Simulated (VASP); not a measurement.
Crystal: ZnO.

```
CELL_PARAMETERS angstrom
2.68821 0.00000 0.00000
0.00000 2.68821 0.00000
0.00000 0.00000 2.68821
ATOMIC_POSITIONS crystal
Zn 0.00000 0.00000 0.00000
O 0.50000 0.50000 0.50000
```

Program: VASP 6.6.1. Alike in all runs: task single point; potentials or basis VASP PAW PBE potentials, release 64 (Zn, O); no spin polarisation; cell as given; k mesh 5 × 5 × 5; cutoff (eV) 520; smearing fermi-dirac 0.05 eV.

**Question.** Order these runs on this cell by their pressure, lowest first.
A. level HF; share of exact exchange 1
B. level r2SCAN50; share of exact exchange 0.5
C. level r2SCANh; share of exact exchange 0.1
D. level r2SCAN0; share of exact exchange 0.25

**Answer.** B (-15.6 GPa), D (-11.9 GPa), C (-9.3 GPa), A (-5.9 GPa).

Caveats: all runs use coarse meshes; the PAW data sets were made with another functional, which shifts forces and pressure a little.
